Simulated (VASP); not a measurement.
Runs of VASP 6.6.1 on AgPbF4. The structure is that of space group P6/mmm (No. 191), or close to it. The cells are those of the table. 

| task | cell | k mesh | cutoff (eV) | gap on the mesh (eV) | pressure (GPa) | largest force (eV/Å) |
| --- | --- | --- | --- | --- | --- | --- |
| relaxation of cell and atoms | relaxed from a = 4.034, b = 4.034, c = 5.925 Å, angles 90.0, 90.0, 120.0°, 6 atoms | 12 × 12 × 6 | 600 | none | 0.0 | - |
| single point | a = 4.034, b = 4.034, c = 5.925 Å, angles 90.0, 90.0, 120.0°, 6 atoms | 6 × 6 × 4 | 520 | none | 0.0 | 0.01 |
| single point | a = 3.498, b = 3.498, c = 7.555 Å, angles 90.0, 90.0, 120.0°, 6 atoms | 6 × 6 × 2 | 520 | none | (a) | 0.72 |
| single point | a = 4.034, b = 4.034, c = 5.925 Å, angles 90.0, 90.0, 120.0°, 6 atoms | 6 × 6 × 2 | 520 | none | 0.0 | 0.02 |
| relaxation of cell and atoms | relaxed from a = 4.034, b = 4.034, c = 5.925 Å, angles 90.0, 90.0, 120.0°, 6 atoms | 6 × 6 × 4 | 600 | none | 0.0 | 0.01 |

Alike in all rows: level PBE; potentials or basis VASP PAW PBE potentials, release 64 (Ag, Pb_d, F); no spin polarisation; smearing gaussian 0.1 eV.

**Question.** Fill in the values left out.

**Answer.** (a) 14.1.

Caveats: some runs use coarse meshes; spin-orbit coupling is left out, which moves the levels of the heavy elements; an odd number of electrons without spin polarisation forces a metal; a magnetic or distorted state may lie lower; the relaxation stopped at its first step, so nothing moved (some runs).

A k mesh can miss the band edges, and the runs leave out spin-orbit coupling on Ag, Pb.

A gap of «none» marks levels without a gap at the run's occupations.
